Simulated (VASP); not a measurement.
A run of VASP 6.6.1 is set up as follows.

File INCAR:

```
PREC = Accurate ; ENCUT = 520
EDIFF = 1E-6 ; ISMEAR = 0
SIGMA = 0.1 ; LREAL = F
LASPH = T ; NELM = 80
ALGO = Fast ; ISIF = 2
LWAVE = F ; LCHARG = F
GGA = PE ; NBANDS = 25
```

File KPOINTS:

```
Automatic mesh
0
Gamma
  20 20 20
```

File POSCAR:

```
Ta2Mo
1.0
   -1.6218853639      1.6218853639      4.9361017887
    1.6218853639     -1.6218853639      4.9361017887
    1.6218853639      1.6218853639     -4.9361017887
Ta Mo
2 1
Direct
    0.6596231695      0.6596231695      0.0000000000
    0.3403768305      0.3403768305      0.0000000000
    0.0000000000      0.0000000000      0.0000000000
```

Potentials or basis: VASP PAW PBE potentials, release 64 (Ta_pv, Mo_sv).

Command:

```bash
$ cat potpaw_PBE.64/Ta_pv/POTCAR potpaw_PBE.64/Mo_sv/POTCAR > POTCAR
$ mpirun -np 1 vasp_std > vasp.out
```

(1) What does it give for the band gap on the k mesh?

(2) Estimate the pressure.

Results:

(1) zero (bands 18 and 19 overlap by 1.65 eV).

(2) 0.3 GPa.

Caveat: spin-orbit coupling is left out, which moves the levels of the heavy elements.
